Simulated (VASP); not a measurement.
Wanted: the native input for a VASP 6.6.1 run.

* Task: single point
* Functional: PBE
* Potentials or basis: VASP PAW PBE potentials, release 64 (Ni)
* Cutoff: 520 eV
* k mesh: 25 × 25 × 25
* Occupations: fermi-dirac, width 0.05 eV
* Spin: collinear spin, ferromagnetic start
* Starting moments: [0.672] μB
* Dipole correction: no
* Further INCAR settings: ALGO = Normal; EDIFF = 1e-06; NBANDS = 15

The structure of Ni lies in POSCAR:

```
Ni
1.0
    0.0000000000      1.6862820763      1.6862820763
    1.6862820763      0.0000000000      1.6862820763
    1.6862820763      1.6862820763      0.0000000000
Ni
1
Direct
    0.0000000000      0.0000000000      0.0000000000
```

The input as run:

INCAR

```
SYSTEM = Ni
PREC = Accurate
ENCUT = 520
EDIFF = 1E-6
ISMEAR = -1
SIGMA = 0.05
LREAL = .False.
LASPH = .True.
NELM = 150
ALGO = Normal
ISIF = 2
LWAVE = .False.
LCHARG = .False.
ISPIN = 2
MAGMOM = 0.672
LORBIT = 11
LMAXMIX = 4
GGA = PE
NBANDS = 15
```

KPOINTS

```
Automatic mesh
0
Gamma
  25 25 25
  0 0 0
```

Potentials or basis: VASP PAW PBE potentials, release 64 (Ni).

The run is started by

```console
$ cat potpaw_PBE.64/Ni/POTCAR > POTCAR
$ mpirun -np 1 vasp_std > vasp.out
```

It gave:

```json
{"Pressure": "33.9 GPa", "Net moment": "0.60 μB per cell", "Site moments": "Ni +0.60 μB", "Valence electrons inside the program's atomic spheres": "Ni 9.57"}
```

Caveat: the cell stands under pressure.

It took 84 s on 1 thread of Intel(R) Xeon(R) 6975P-C (Granite Rapids), with other jobs on the host, peak memory 0.2 GiB.
